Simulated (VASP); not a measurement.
Write the native input for VASP 6.6.1 that does the following.

* Task: single point
* Functional: PBE
* Potentials or basis: VASP PAW PBE potentials, release 64 (Os_sv_GW)
* Cutoff: 560 eV
* k mesh: 6 × 6 × 8
* Occupations: gaussian, width 0.1 eV
* Spin: collinear spin
* Starting moments: [1.0] μB
* Dipole correction: no
* Further INCAR settings: ALGO = Normal; EDIFF = 1e-06; NBANDS = 18

The structure of Os lies in POSCAR:

```
Os
1.0
    2.6271930395      0.0000000000      0.0000000000
    0.0000000000      2.6271930395      0.0000000000
    0.0000000000      0.0000000000      2.4524314340
Os
1
Direct
    0.0000000000      0.0000000000      0.5000000000
```

The cell was generated, and may not be a known phase.

These files were run (other wordings do the same):

INCAR

```
PREC     = Accurate       # precision mode
ENCUT    = 560            # plane-wave cutoff, eV
EDIFF    = 1E-6           # SCF threshold, eV
ISMEAR   = 0              # smearing method
SIGMA    = 0.1            # smearing width, eV
LREAL    = F              # projectors in reciprocal space
LASPH    = T              # aspherical terms in the spheres
NELM     = 200            # most SCF steps
ALGO     = Normal         # electronic algorithm
ISIF     = 2              # what is computed and relaxed
LWAVE    = F              # write WAVECAR
LCHARG   = F              # write CHGCAR
ISPIN    = 2              # spin polarisation
MAGMOM   = 1              # initial moments
LORBIT   = 11             # projections on sites
LMAXMIX  = 4              # l up to which the mixer works
GGA      = PE             # functional
NBANDS   = 18             # bands
GGA_COMPAT= F
```

KPOINTS

```
regular mesh
0
Gamma
  6 6 8
```

Potentials or basis: VASP PAW PBE potentials, release 64 (Os_sv_GW).

Launch:

```bash
$ cat potpaw_PBE.64/Os_sv_GW/POTCAR > POTCAR
$ mpirun -np 1 vasp_std > vasp.out
```

It gave:

```
Pressure                                              : -2.4 GPa
Band gap on the k mesh                                : zero (filled and empty bands overlap)
Net moment                                            : 0.00 μB per cell
Valence electrons inside the program's atomic spheres : Os 15.09
```

Caveat: the k points lie up to 0.40 Å⁻¹ apart, too coarse for converged energies and pressures of a metal; spin-orbit coupling is left out, which moves the levels of the heavy elements.

Run time: 19 s on 1 thread of AMD EPYC 7R13 Processor (Zen 3), with other jobs on the host, peak memory 0.12 GiB.
